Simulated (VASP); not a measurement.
Here is a VASP 6.6.1 calculation.

The input INCAR:

```
SYSTEM = GaGe
  ALGO = Normal
  EDIFF = 1E-6
  ENCUT = 500
  GGA = PS
  GGA_COMPAT = .False.
  ISIF = 2
  ISMEAR = -1
  LASPH = .True.
  LCHARG = .True.
  LELF = .True.
  LREAL = .False.
  LVHAR = .True.
  LWAVE = .False.
  NBANDS = 20
  NELM = 120
  PREC = Accurate
  SIGMA = 0.05
```

File KPOINTS:

```
k-points
0
Gamma
  7 7 7
  0 0 0
```

The input POSCAR:

```
GaGe
1.0
    0.0000000000      2.8548386284      2.8548386284
    2.8548386284      0.0000000000      2.8548386284
    2.8548386284      2.8548386284      0.0000000000
Ga Ge
1 1
Direct
    0.0000000000      0.0000000000      0.0000000000
    0.2500000000      0.2500000000      0.2500000000
```

Potentials or basis: VASP PAW PBE potentials, release 64 (Ga_d, Ge_d).

Launch:

```bash
$ cat potpaw_PBE.64/Ga_d/POTCAR potpaw_PBE.64/Ge_d/POTCAR > POTCAR
$ mpirun -np 1 vasp_std > vasp.out
```

Estimate the pressure.

-0.2 GPa.

Caveat: the PAW data sets were made with another functional, which shifts forces and pressure a little.
